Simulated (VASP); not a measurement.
# GaP (rocksalt type) (Fm-3m) in VASP: notebook

Runs on GaP (rocksalt type). Level: PBE. Tasks: single point.

Program: VASP 6.6.1. These are calculated values, not measurements. Logs are shortened: lines on timing, memory, paths and dates and some standing lists are left out, and cuts for length are marked.

### Step 1. The cell of the first run

It takes space group Fm-3m (No. 225, cubic). The conventional cell has a = 4.790 Å, b = 4.790 Å, c = 4.790 Å, α = 90.00°, β = 90.00°, γ = 90.00°. Within 3.2 Å of Ga (site symmetry m-3m) lie 6 P at 2.40 Å. P (site symmetry m-3m) has 6 Ga at 2.40 Å within 3.2 Å.

### Step 2. Single point, PBE (13.74 Å³/atom)

File INCAR:

```
PREC     = Accurate       # precision mode
ENCUT    = 520            # plane-wave cutoff, eV
EDIFF    = 1E-6           # SCF threshold, eV
ISMEAR   = -1             # smearing method
SIGMA    = 0.1            # smearing width, eV
LREAL    = F              # projectors in reciprocal space
LASPH    = T              # aspherical terms in the spheres
NELM     = 60             # most SCF steps
ALGO     = Normal         # electronic algorithm
ISIF     = 2              # what is computed and relaxed
LWAVE    = F              # write WAVECAR
LCHARG   = F              # write CHGCAR
GGA      = PE             # functional
NBANDS   = 16             # bands
```

File KPOINTS:

```
Automatic mesh
0
Gamma
  14 14 14
```

File POSCAR:

```
GaP
1.0
    0.0000000000      2.3951197346      2.3951197346
    2.3951197346      0.0000000000      2.3951197346
    2.3951197346      2.3951197346      0.0000000000
Ga P
1 1
Direct
    0.0000000000      0.0000000000      0.0000000000
    0.5000000000      0.5000000000      0.5000000000
```

Potentials or basis: VASP PAW PBE potentials, release 64 (Ga_d, P).

On the command line:

```
$ cat potpaw_PBE.64/Ga_d/POTCAR potpaw_PBE.64/P/POTCAR > POTCAR
$ mpirun -np 1 vasp_std > vasp.out
```

OUTCAR:

```text
PREC = Accurate
   ENCUT = 520
   EDIFF = 1E-6
   ISMEAR = -1
   LREAL = F
   LASPH = T
   NELM = 60
   ISIF = 2
   GGA = PE

 ion  position               nearest neighbor table
   1  0.000  0.000  0.000-   2 2.40   2 2.40   2 2.40   2 2.40   2 2.40   2 2.40
   2  0.500  0.500  0.500-   1 2.40   1 2.40   1 2.40   1 2.40   1 2.40   1 2.40

  LATTYP: Found a face centered cubic cell.
 ALAT       =     4.7902394692

  Lattice vectors:

 A1 = (   0.0000000000,   2.3951197346,   2.3951197346)
 A2 = (   2.3951197346,   0.0000000000,   2.3951197346)
 A3 = (   2.3951197346,   2.3951197346,   0.0000000000)

Analysis of symmetry for initial positions (statically):
=====================================================================
 Subroutine PRICEL returns:
 Original cell was already a primitive cell.

 Routine SETGRP: Setting up the symmetry group for a
 face centered cubic supercell.

 Subroutine GETGRP returns: Found 48 space group operations
 (whereof 48 operations were pure point group operations)
 out of a pool of 48 trial point group operations.

The static configuration has the point symmetry O_h .

Analysis of symmetry for dynamics (positions and initial velocities):
=====================================================================
 Subroutine PRICEL returns:
 Original cell was already a primitive cell.

 Routine SETGRP: Setting up the symmetry group for a
 face centered cubic supercell.

 Subroutine GETGRP returns: Found 48 space group operations
 (whereof 48 operations were pure point group operations)
 out of a pool of 48 trial point group operations.

The dynamic configuration has the point symmetry O_h .

 Subroutine INISYM returns: Found 48 space group operations
 (whereof 48 operations are pure point group operations),
 and found     1 'primitive' translations

----------------------------------------------------------------------------------------

                                     Primitive cell

  volume of cell :      27.4797

  direct lattice vectors                    reciprocal lattice vectors
     0.000000000  2.395119735  2.395119735    -0.208757831  0.208757831  0.208757831
     2.395119735  0.000000000  2.395119735     0.208757831 -0.208757831  0.208757831
     2.395119735  2.395119735  0.000000000     0.208757831  0.208757831 -0.208757831

  length of vectors
     3.387210812  3.387210812  3.387210812     0.361579169  0.361579169  0.361579169

  position of ions in fractional coordinates (direct lattice)
     0.000000000  0.000000000  0.000000000
     0.500000000  0.500000000  0.500000000

  ion indices of the primitive-cell ions
   primitive index   ion index
                 1           1
                 2           2

----------------------------------------------------------------------------------------

 KPOINTS: Automatic mesh

Automatic generation of k-mesh.
 Grid dimensions read from file:
 generate k-points for:   14   14   14

 Generating k-lattice:

  Cartesian coordinates                     Fractional coordinates (reciprocal lattice)
    -0.014911274  0.014911274  0.014911274     0.071428571  0.000000000  0.000000000
     0.014911274 -0.014911274  0.014911274     0.000000000  0.071428571  0.000000000
     0.014911274  0.014911274 -0.014911274     0.000000000  0.000000000  0.071428571

  Length of vectors
     0.025827084  0.025827084  0.025827084

  Shift w.r.t. Gamma in fractional coordinates (k-lattice)
     0.000000000  0.000000000  0.000000000

 Subroutine IBZKPT returns following result:
 ===========================================

 Found    104 irreducible k-points:

 Following reciprocal coordinates:
            Coordinates               Weight
  0.000000  0.000000  0.000000      1.000000
  0.071429  0.000000  0.000000      8.000000
  0.142857  0.000000  0.000000      8.000000
  0.214286  0.000000  0.000000      8.000000
  0.285714  0.000000  0.000000      8.000000
  0.357143  0.000000  0.000000      8.000000
[... 16 lines left out ...]
  0.214286  0.142857  0.000000     24.000000
  0.285714  0.142857  0.000000     24.000000
 [... further k-points ...]
   k-points           NKPTS =    104   k-points in BZ     NKDIM =    104   number of bands    NBANDS=     16
   number of dos      NEDOS =    301   number of ions     NIONS =      2
   total plane-waves  NPLWV =  21952
   dimension x,y,z NGX =    28 NGY =   28 NGZ =   28
   dimension x,y,z NGXF=    56 NGYF=   56 NGZF=   56
   ions per type =               1   1
   NGX,Y,Z   is equivalent  to a cutoff of  13.74, 13.74, 13.74 a.u.
   NGXF,Y,Z  is equivalent  to a cutoff of  27.49, 27.49, 27.49 a.u.
 SYSTEM =  unknown system
   PREC   = accura    normal or accurate (medium, high low for compatibility)
   ISTART =      0    job   : 0-new  1-cont  2-samecut
   ICHARG =      2    charge: 1-file 2-atom 10-const
   ISPIN  =      1    spin polarized calculation?
   LNONCOLLINEAR =      F non collinear calculations
   LSORBIT =      F    spin-orbit coupling
   LASPH  =      T    aspherical Exc in radial PAW
   ENCUT  =  520.0 eV  38.22 Ry    6.18 a.u.   6.30  6.30  6.30*2*pi/ulx,y,z
   NELM   =     60;   NELMIN=  2; NELMDL= -5     # of ELM steps
   EDIFF  = 0.1E-05   stopping-criterion for ELM
   LREAL  =      F    real-space projection
   EDIFFG = 0.1E-04   stopping-criterion for IOM
   NSW    =      0    number of steps for IOM
   IBRION =     -1    ionic relax: 0-MD 1-quasi-New 2-CG
   NFREE  =      0    steps in history (QN), initial steepest desc. (CG)
   ISIF   =      2    stress and relaxation
   ISYM   =      2    0-nonsym 1-usesym 2-fastsym
   POTIM  = 0.5000    time-step for ionic-motion
   TEBEG  =    0.0;   TEEND  =   0.0 temperature during run
   PSTRESS=    0.0 pullay stress
   NELECT =      18.0000    total number of electrons
   NUPDOWN=      -1.0000    fix difference up-down
   EMIN   =  10.00;   EMAX   =-10.00  energy-range for DOS
   EFERMI =   0.00;   METHOD = LEGACY
   ISMEAR =    -1;   SIGMA  =   0.10  broadening in eV -4-tet -1-fermi 0-gaus
   EFERMI_NEDOS =   21; number of points for ismear=-14 and -15
   IALGO  =     38    algorithm
   IMIX   =      4    mixing-type and parameters
     AMIX     =   0.40;   BMIX     =  1.00
     AMIX_MAG =   1.60;   BMIX_MAG =  1.00
  volume/ion in A,a.u.               =      13.74        92.72
  Fermi-wavevector in a.u.,A,eV,Ry     =   1.421767  2.686750 27.503109  2.021421
  Thomas-Fermi vector in A             =   2.542542
   LORBIT       =      0    0 simple, 1 ext, 2 COOP (PROOUT), +10 PAW based schemes
   GGA     = PE    functional components
[... 5 lines left out ...]
 non-spin polarized calculation
  energy-cutoff  :      520.00
  volume of cell :       27.48
 maximum number of plane-waves:       757
 NGX is ok and might be reduce to    28
   NGX = 13   NGY = 13   NGZ = 13

 number of electron      17.9999997 magnetization

 Free energy of the ion-electron system (eV)
  ---------------------------------------------------
  ext. energy  EPLUGINS =         0.00000000
  ---------------------------------------------------
  free energy    TOTEN  =        -7.75785743 eV

  energy without entropy =       -7.73149597  energy(sigma->0) =       -7.74467670

 E-fermi :   9.2983     XC(G=0): -12.0576

 val. band max:        9.2605720800   @ k =   0.2143   0.1429   0.0714
 cond. band min:       9.2983614421   @ k =   0.3571   0.0000   0.0000
 fundamental gap:      0.0377893622
 Fermi energy:         9.2982545008

 k-point     1 :       0.0000    0.0000    0.0000
  band No.  band energies     occupation
      1      -6.0386      2.00000
      2      -5.8008      2.00000
      3      -5.8008      2.00000
      4      -5.7605      2.00000
      5      -5.7605      2.00000
      6      -5.7605      2.00000
[... 8 lines left out ...]
     15      19.3227      0.00000
     16      19.3227      0.00000

 k-point     2 :       0.0714    0.0000    0.0000
  band No.  band energies     occupation
      1      -5.9460      2.00000
      2      -5.8037      2.00000
      3      -5.8037      2.00000
      4      -5.7606      2.00000
      5      -5.7568      2.00000
      6      -5.7568      2.00000
[... 8 lines left out ...]
     15      17.9316      0.00000
     16      19.1886      0.00000

 k-point     3 :       0.1429    0.0000    0.0000
  band No.  band energies     occupation
      1      -5.8134      2.00000
      2      -5.8134      2.00000
      3      -5.7847      2.00000
      4      -5.7446      2.00000
      5      -5.7446      2.00000
      6      -5.6453      2.00000
[... 8 lines left out ...]
     15      17.3324      0.00000
     16      18.8604      0.00000

 k-point     4 :       0.2143    0.0000    0.0000
  band No.  band energies     occupation
      1      -5.8293      2.00000
      2      -5.8293      2.00000
      3      -5.7873      2.00000
      4      -5.7252      2.00000
      5      -5.7252      2.00000
      6      -5.1848      2.00000
[... 8 lines left out ...]
     15      18.0685      0.00000
     16      18.9321      0.00000

 k-point     5 :       0.2857    0.0000    0.0000
  band No.  band energies     occupation
      1      -5.8476      2.00000
      2      -5.8476      2.00000
      3      -5.7975      2.00000
      4      -5.7027      2.00000
      5      -5.7027      2.00000
      6      -4.5435      2.00000
[... 8 lines left out ...]
     15      19.1978      0.00000
     16      19.9620      0.00000

 k-point     6 :       0.3571    0.0000    0.0000
  band No.  band energies     occupation
      1      -5.8644      2.00000
      2      -5.8644      2.00000
      3      -5.8072      2.00000
      4      -5.6821      2.00000
      5      -5.6821      2.00000
      6      -3.7529      2.00000
[... 8 lines left out ...]
     15      20.5380      0.00000
     16      21.4722      0.00000

 k-point     7 :       0.4286    0.0000    0.0000
  band No.  band energies     occupation
      1      -5.8761      2.00000
      2      -5.8761      2.00000
      3      -5.8139      2.00000
      4      -5.6677      2.00000
      5      -5.6677      2.00000
      6      -2.9004      2.00000
[... 8 lines left out ...]
     15      21.9042      0.00000
     16      23.0713      0.00000

 k-point     8 :       0.5000    0.0000    0.0000
  band No.  band energies     occupation
      1      -5.8803      2.00000
      2      -5.8803      2.00000
      3      -5.8163      2.00000
      4      -5.6625      2.00000
      5      -5.6625      2.00000
      6      -2.4019      2.00000
[... 8 lines left out ...]
     15      22.6496      0.00000
     16      24.0504      0.00000

 k-point     9 :       0.0714    0.0714    0.0000
  band No.  band energies     occupation
      1      -5.9275      2.00000
      2      -5.7981      2.00000
      3      -5.7969      2.00000
      4      -5.7643      2.00000
      5      -5.7547      2.00000
      6      -5.7547      2.00000
[... 8 lines left out ...]
     15      19.6275      0.00000
     16      19.6277      0.00000
[... 172 lines left out ...]
 k-point    19 :      -0.2143    0.0714    0.0000
  band No.  band energies     occupation
      1      -5.8427      2.00000
      2      -5.8416      2.00000
      3      -5.7835      2.00000
      4      -5.7227      2.00000
      5      -5.7203      2.00000
      6      -4.8923      2.00000
[... 8 lines left out ...]
     15      18.9981      0.00000
     16      20.3834      0.00000

 k-point    20 :      -0.1429    0.0714    0.0000
  band No.  band energies     occupation
      1      -5.8264      2.00000
      2      -5.8264      2.00000
      3      -5.7733      2.00000
      4      -5.7440      2.00000
      5      -5.7411      2.00000
      6      -5.4163      2.00000
[... 8 lines left out ...]
     15      18.9179      0.00000
     16      19.5503      0.00000

 k-point    21 :      -0.0714    0.0714    0.0000
  band No.  band energies     occupation
      1      -5.8376      2.00000
      2      -5.8131      2.00000
      3      -5.7813      2.00000
      4      -5.7639      2.00000
      5      -5.7527      2.00000
      6      -5.7223      2.00000
[... 8 lines left out ...]
     15      18.1448      0.00000
     16      19.7080      0.00000

 k-point    22 :       0.1429    0.1429    0.0000
  band No.  band energies     occupation
      1      -5.9042      2.00000
      2      -5.7903      2.00000
      3      -5.7749      2.00000
      4      -5.7379      2.00000
      5      -5.7379      2.00000
      6      -5.4733      2.00000
[... 8 lines left out ...]
     15      20.1132      0.00000
     16      20.5585      0.00000

 k-point    23 :       0.2143    0.1429    0.0000
  band No.  band energies     occupation
      1      -5.9277      2.00000
      2      -5.7919      2.00000
      3      -5.7804      2.00000
      4      -5.7301      2.00000
      5      -5.7217      2.00000
      6      -5.1221      2.00000
[... 8 lines left out ...]
     15      19.7937      0.00000
     16      20.8389      0.00000

 k-point    24 :       0.2857    0.1429    0.0000
  band No.  band energies     occupation
      1      -5.9429      2.00000
      2      -5.8039      2.00000
      3      -5.7840      2.00000
      4      -5.7236      2.00000
      5      -5.6994      2.00000
      6      -4.5945      2.00000
[... 8 lines left out ...]
     15      20.4845      0.00000
     16      21.2731      0.00000

 [... further k-points ...]

------------------------ aborting loop because EDIFF is reached ----------------------------------------

  FORCE on cell =-STRESS in cart. coord.  units (eV):
  Direction    XX          YY          ZZ          XY          YZ          ZX
  --------------------------------------------------------------------------------------
  -------------------------------------------------------------------------------------
  Total        5.5898435      5.5898435      5.5898435     -0.0000000     -0.0000000      0.0000000
  in kB      325.9106474    325.9106474    325.9106474     -0.0000000     -0.0000000      0.0000000
  external PRESSURE =     325.9106474 kB  Pullay stress =       0.0000000 kB

 VOLUME and BASIS-vectors are now :
 -----------------------------------------------------------------------------
  energy-cutoff  :      520.00
  volume of cell :       27.48
      direct lattice vectors                 reciprocal lattice vectors
     0.000000000  2.395119735  2.395119735    -0.208757831  0.208757831  0.208757831
     2.395119735  0.000000000  2.395119735     0.208757831 -0.208757831  0.208757831
     2.395119735  2.395119735  0.000000000     0.208757831  0.208757831 -0.208757831

 POSITION                                       TOTAL-FORCE (eV/Angst)
 -----------------------------------------------------------------------------------
      0.00000      0.00000      0.00000         0.000000     -0.000000     -0.000000
      2.39512      2.39512      2.39512        -0.000000      0.000000      0.000000
 -----------------------------------------------------------------------------------
    total drift:                               -0.000000      0.000000      0.000000

  FREE ENERGIE OF THE ION-ELECTRON SYSTEM (eV)
  ---------------------------------------------------
  free  energy   TOTEN  =        -7.7578574347 eV

  energy  without entropy=       -7.7314959685  energy(sigma->0) =       -7.74467670
```

It took 70 s on 1 thread of AMD EPYC 7R13, shared host; peak memory 0.16 GiB.

What came out:

```yaml
Free_energy: -7.7579 eV
Pressure: 32.6 GPa
Band_gap_on_the_k_mesh: zero (bands 9 and 10 overlap by 3.51 eV)
```

Caveat: the cell stands under pressure.

### Step 3. Single point, PBE (15.11 Å³/atom)

This run uses another cell than the first one, of 15.11 Å³/atom.

File INCAR:

```
SYSTEM = GaP
ALGO = Normal
EDIFF = 1E-7
ENCUT = 520
GGA = PE
ISIF = 2
ISMEAR = -1
LASPH = .True.
LCHARG = .False.
LREAL = .False.
LWAVE = .False.
NBANDS = 16
NELM = 80
PREC = Accurate
SIGMA = 0.1
```

File KPOINTS:

```
k-points
0
Gamma
  14 14 14
  0 0 0
```

File POSCAR:

```
GaP
1.0
    0.0000000000      2.4724344761      2.4724344761
    2.4724344761      0.0000000000      2.4724344761
    2.4724344761      2.4724344761      0.0000000000
Ga P
1 1
Direct
    0.0000000000      0.0000000000      0.0000000000
    0.5000000000      0.5000000000      0.5000000000
```

Potentials or basis: VASP PAW PBE potentials, release 64 (Ga_d, P).

On the command line:

```
$ cat potpaw_PBE.64/Ga_d/POTCAR potpaw_PBE.64/P/POTCAR > POTCAR
$ mpirun -np 1 vasp_std > vasp.out
```

It took 77 s on 1 thread of AMD EPYC 7R13, shared host; peak memory 0.16 GiB.

The run converged. Its results:

```
Free energy            : -8.1559 eV
Pressure               : 15.1 GPa
Band gap on the k mesh : zero (bands 9 and 10 overlap by 3.57 eV)
```

Levels at points of the mesh, in eV from the Fermi level:
```tsv
k point	band 5	band 6	band 7	band 8	band 9	band 10	band 11	band 12	band 13	band 14
(0.00, 0.00, 0.00)	-14.86	-14.36	-0.05	-0.05	-0.05	2.81	6.98	6.98	6.98	9.40
(0.50, 0.00, 0.00)	-14.79	-11.11	-8.65	0.16	0.16	2.90	2.90	3.32	6.07	13.05
(0.50, 0.50, 0.00)	-14.76	-9.67	-6.79	-3.15	-3.15	-3.02	2.95	12.16	12.16	13.21
```

Caveat: the cell stands under pressure.

### Step 4. Single point, PBE (16.14 Å³/atom)

This run uses another cell than the first one, of 16.14 Å³/atom.

File INCAR:

```
PREC = Accurate
ENCUT = 520
EDIFF = 1E-7
ISMEAR = -1
SIGMA = 0.1
LREAL = False
LASPH = True
NELM = 80
ALGO = Normal
ISIF = 2
LWAVE = False
LCHARG = False
GGA = PE
NBANDS = 16
```

File KPOINTS:

```
Automatic mesh
0
Gamma
  14 14 14
```

File POSCAR:

```
GaP
1.0
    0.0000000000      2.5273953648      2.5273953648
    2.5273953648      0.0000000000      2.5273953648
    2.5273953648      2.5273953648      0.0000000000
Ga P
1 1
Direct
    0.0000000000      0.0000000000      0.0000000000
    0.5000000000      0.5000000000      0.5000000000
```

On the command line:

```
$ cat potpaw_PBE.64/Ga_d/POTCAR potpaw_PBE.64/P/POTCAR > POTCAR
$ mpirun -np 1 vasp_std > vasp.out
```

Run time: 74 s. Hardware: 1 thread of AMD EPYC 7R13, shared host; peak memory 0.16 GiB.

It converged, with:

| Item | Value |
| --- | --- |
| Free energy | -8.2907 eV |
| Pressure | 6.3 GPa |
| Band gap on the k mesh | zero (bands 9 and 10 overlap by 3.42 eV) |

Levels at points of the mesh, in eV from the Fermi level:
```
           k point  band 7  band 8  band 9  band 10  band 11  band 12
(0.00, 0.00, 0.00)   -0.04   -0.04   -0.04     2.06     7.03     7.03
(0.50, 0.00, 0.00)   -8.21    0.15    0.15     2.96     2.96     3.22
(0.50, 0.50, 0.00)   -6.28   -3.10   -2.90    -2.90     3.18    11.47
```

Caveat: the cell stands under pressure.

(Part 1 of 2 ends here.)
